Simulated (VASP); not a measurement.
Ga:

```xyz
4
Lattice="2.2319 -3.7932 0.0000 2.2319 3.7932 0.0000 0.0000 0.0000 4.5346" Properties=species:S:1:pos:R:3 pbc="T T T"
Ga    2.2319   -2.6115    0.3881
Ga    2.2319   -1.1817    2.6554
Ga    2.2319    2.6115    4.1466
Ga    2.2319    1.1817    1.8792
```

Program: VASP 6.6.1. Alike in all runs: task single point; level r2SCAN; potentials or basis VASP PAW PBE potentials, release 64 (Ga_d); no spin polarisation; cell as given; cutoff (eV) 520; smearing fermi-dirac 0.1 eV. Hardware: 1 thread of Intel(R) Xeon(R) 6975P-C (Granite Rapids), with other jobs on the host.

**Question.** Order these runs on this cell by their wall time, lowest first.
A. k mesh 2 × 2 × 2
B. k mesh 8 × 8 × 7
C. k mesh 5 × 5 × 4

**Answer.** A (47 s), C (120 s), B (290 s).

Caveats: some runs use coarse meshes.
